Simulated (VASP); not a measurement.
# MgO (Periclase) (Fm-3m) in VASP: notebook, part 2 of 2

VASP 6.6.1. Earlier steps stand in the parts before.

### Step 3. Single point, RPBE

Contents of INCAR:

```
SYSTEM = MgO
PREC = Accurate ; ENCUT = 520
EDIFF = 1E-6 ; ISMEAR = 0
SIGMA = 0.01 ; LREAL = .False.
LASPH = .True. ; NELM = 60
ALGO = Normal ; ISIF = 2
LWAVE = .False. ; LCHARG = .False.
GGA = RP ; NBANDS = 11
```

Contents of KPOINTS:

```
Automatic mesh
0
Gamma
  8 8 8
  0 0 0
```

Contents of POSCAR:

```
MgO
1.0
    2.9818690000      0.0000000000      0.0000000000
    1.4909345000      2.5823743048      0.0000000000
    1.4909345000      0.8607914349      2.4346858433
Mg O
1 1
Direct
    0.0000000000      0.0000000000      0.0000000000
    0.5000000000      0.5000000000      0.5000000000
```

Potentials or basis: VASP PAW PBE potentials, release 64 (Mg, O).

Command:

```bash
cat potpaw_PBE.64/Mg/POTCAR potpaw_PBE.64/O/POTCAR > POTCAR
mpirun -np 1 vasp_std > vasp.out
```

Wall time 14 s (1 thread of Intel Xeon 8259CL, shared host); peak memory 0.14 GiB.

The run converged. Its results:

| Item | Value |
| --- | --- |
| Free energy | -11.2205 eV |
| Pressure | 8.0 GPa |
| Band gap on the k mesh | 4.79 eV, direct |

Levels at points of the mesh, in eV from the valence-band top:
| k point | band 2 | band 3 | band 4 | band 5 | band 6 | band 7 |
| --- | --- | --- | --- | --- | --- | --- |
| (0.00, 0.00, 0.00) | 0.00 | 0.00 | 0.00 | 4.79 | 15.91 | 15.91 |
| (0.50, 0.00, 0.00) | -4.56 | -0.64 | -0.64 | 7.98 | 12.70 | 16.43 |
| (0.50, 0.50, 0.00) | -4.04 | -1.33 | -1.33 | 9.23 | 10.11 | 13.18 |

Caveat: the PAW data sets were made with another functional, which shifts forces and pressure a little. RPBE gaps usually lie below the measured ones, often by a third to a half.

### Step 4. Single point, revPBE

Contents of INCAR:

```
SYSTEM = MgO
  ALGO = Normal
  EDIFF = 1E-6
  ENCUT = 520
  GGA = RE
  ISIF = 2
  ISMEAR = 0
  LASPH = .True.
  LCHARG = .True.
  LELF = .True.
  LREAL = .False.
  LVHAR = .True.
  LWAVE = .False.
  NBANDS = 11
  NELM = 60
  PREC = Accurate
  SIGMA = 0.01
```

Contents of KPOINTS:

```
k-points
0
Gamma
  8 8 8
  0 0 0
```

POSCAR is that of step 3.

Potentials or basis: VASP PAW PBE potentials, release 64 (Mg, O).

Command:

```bash
cat potpaw_PBE.64/Mg/POTCAR potpaw_PBE.64/O/POTCAR > POTCAR
mpirun -np 1 vasp_std > vasp.out
```

OUTCAR:

```text
SYSTEM = MgO
   EDIFF = 1E-6
   ENCUT = 520
   GGA = RE
   ISIF = 2
   ISMEAR = 0
   LASPH = .True.
   LREAL = .False.
   NELM = 60
   PREC = Accurate

 ion  position               nearest neighbor table
   1  0.000  0.000  0.000-   2 2.11   2 2.11   2 2.11   2 2.11   2 2.11   2 2.11
   2  0.500  0.500  0.500-   1 2.11   1 2.11   1 2.11   1 2.11   1 2.11   1 2.11

  LATTYP: Found a face centered cubic cell.
 ALAT       =     4.2169995811

  Lattice vectors:

 A1 = (   2.9818690000,   0.0000000000,   0.0000000000)
 A2 = (   1.4909345000,   2.5823743048,   0.0000000000)
[... 514 lines left out ...]
      7      16.8766      0.00000
      8      20.2670      0.00000
      9      23.8809      0.00000
     10      25.4578      0.00000
     11      29.5559      0.00000

 [... further k-points ...]
[... 5 lines left out ...]
  --------------------------------------------------------------------------------------
  -------------------------------------------------------------------------------------
  Total        0.8187806      0.8187806      0.8187806     -0.0000000     -0.0000000      0.0000000
  in kB       69.9725110     69.9725110     69.9725110     -0.0000000     -0.0000000      0.0000000
  external PRESSURE =      69.9725110 kB  Pullay stress =       0.0000000 kB

 VOLUME and BASIS-vectors are now :
 -----------------------------------------------------------------------------
  energy-cutoff  :      520.00
  volume of cell :       18.75
      direct lattice vectors                 reciprocal lattice vectors
     2.981869000  0.000000000  0.000000000     0.335360138 -0.193620266 -0.136910203
     1.490934500  2.582374305  0.000000000     0.000000000  0.387240532 -0.136910203
     1.490934500  0.860791435  2.434685843     0.000000000  0.000000000  0.410730609

 POSITION                                       TOTAL-FORCE (eV/Angst)
 -----------------------------------------------------------------------------------
      0.00000      0.00000      0.00000        -0.000000     -0.000000      0.000000
      2.98187      1.72158      1.21734         0.000000      0.000000      0.000000
 -----------------------------------------------------------------------------------
    total drift:                               -0.000000      0.000000     -0.000000

  FREE ENERGIE OF THE ION-ELECTRON SYSTEM (eV)
  ---------------------------------------------------
  free  energy   TOTEN  =       -11.3074320339 eV

  energy  without entropy=      -11.3074320339  energy(sigma->0) =      -11.30743203
```

OSZICAR:

```text
N       E                     dE             d eps       ncg     rms          rms(c)
DAV:   1     0.153764770515E+02    0.15376E+02   -0.46735E+03   710   0.649E+02
DAV:   2    -0.122516621974E+02   -0.27628E+02   -0.27220E+02   745   0.141E+02
DAV:   3    -0.128505303079E+02   -0.59887E+00   -0.59810E+00   758   0.174E+01
DAV:   4    -0.128520094032E+02   -0.14791E-02   -0.14791E-02   695   0.994E-01
DAV:   5    -0.128520141180E+02   -0.47148E-05   -0.47148E-05   734   0.553E-02    0.725E+00
DAV:   6    -0.113088974364E+02    0.15431E+01   -0.86510E+00   665   0.163E+01    0.222E+00
DAV:   7    -0.113058117348E+02    0.30857E-02   -0.50331E-02   698   0.207E+00    0.136E+00
DAV:   8    -0.113077089309E+02   -0.18972E-02   -0.32197E-02   674   0.198E+00    0.233E-01
DAV:   9    -0.113073651376E+02    0.34379E-03   -0.55194E-04   728   0.161E-01    0.136E-01
DAV:  10    -0.113074304835E+02   -0.65346E-04   -0.72272E-04   698   0.197E-01    0.184E-02
DAV:  11    -0.113074323333E+02   -0.18498E-05   -0.10815E-05   731   0.241E-02    0.563E-03
DAV:  12    -0.113074320339E+02    0.29947E-06   -0.96736E-07   573   0.790E-03
   1 F= -.11307432E+02 E0= -.11307432E+02  d E =-.550799E-13
```

Wall time 11 s (1 thread of Intel Xeon 8259CL, shared host); peak memory 0.14 GiB.

Results:

```
Free energy            : -11.3074 eV
Pressure               : 7.0 GPa
Band gap on the k mesh : 4.77 eV, direct
```

Levels at points of the mesh, in eV from the valence-band top:
```
           k point  band 2  band 3  band 4  band 5  band 6  band 7
(0.00, 0.00, 0.00)    0.00    0.00    0.00    4.77   15.88   15.88
(0.50, 0.00, 0.00)   -4.57   -0.65   -0.65    7.95   12.67   16.40
(0.50, 0.50, 0.00)   -4.05   -1.34   -1.34    9.20   10.08   13.15
```

Caveat: the PAW data sets were made with another functional, which shifts forces and pressure a little.

### Step 5. Single point, PBEsol

Contents of INCAR:

```
PREC = Accurate
ENCUT = 520
EDIFF = 1E-7
ISMEAR = 0
SIGMA = 0.01
LREAL = F
LASPH = T
NELM = 80
ALGO = Normal
ISIF = 2
LWAVE = F
LCHARG = F
GGA = PS
NBANDS = 11
```

Contents of KPOINTS:

```
regular mesh
0
Gamma
  8 8 8
```

POSCAR is that of step 4.

Command:

```bash
cat potpaw_PBE.64/Mg/POTCAR potpaw_PBE.64/O/POTCAR > POTCAR
mpirun -np 1 vasp_std > vasp.out
```

Run time: 11 s. Hardware: 1 thread of Intel Xeon 8259CL, shared host; peak memory 0.14 GiB.

Results (log left out):

| Property | Result |
| --- | --- |
| Free energy | -12.5123 eV |
| Pressure | -0.8 GPa |
| Band gap on the k mesh | 4.60 eV, direct |

Levels at points of the mesh, in eV from the valence-band top:
```csv
k point,band 2,band 3,band 4,band 5,band 6,band 7
"(0.00, 0.00, 0.00)",0.00,0.00,0.00,4.60,15.61,15.61
"(0.50, 0.00, 0.00)",-4.66,-0.66,-0.66,7.72,12.46,16.14
"(0.50, 0.50, 0.00)",-4.13,-1.36,-1.36,8.92,9.84,12.94
```

Caveat: the PAW data sets were made with another functional, which shifts forces and pressure a little.

### Step 6. Overview

```csv
level,gap on the mesh (eV),pressure (GPa)
BLYP,4.98,5.8
RPBE,4.79,8.0
revPBE,4.77,7.0
PBEsol,4.60,-0.8
```

Alike in all rows: task single point; potentials or basis VASP PAW PBE potentials, release 64 (Mg, O); no spin polarisation; cell as given; k mesh 8 × 8 × 8; cutoff (eV) 520; smearing gaussian 0.01 eV.

On the cell as given the gap runs from 4.60 eV (PBEsol) to 4.98 eV (BLYP). The pressure there spans -0.8 GPa (PBEsol) to 8.0 GPa (RPBE); a positive pressure means that this level wants a larger cell, a negative one a smaller.

Caveats: the PAW data sets were made with another functional, which shifts forces and pressure a little.

Total energies depend on the potentials used, so only differences within one code and one set of settings carry meaning.

### Step 7. How close it comes

Step 5. Measured gap of MgO: 7.83 eV (quoted in “Electronic structure of alkaline earth and post-transition metal oxides”, 2009, arxiv:0908.1581). This calculation gives 4.60 eV (-3.23 eV). The value is that of PBEsol, without temperature or zero-point motion. Semilocal functionals fall short of measured gaps as a rule.
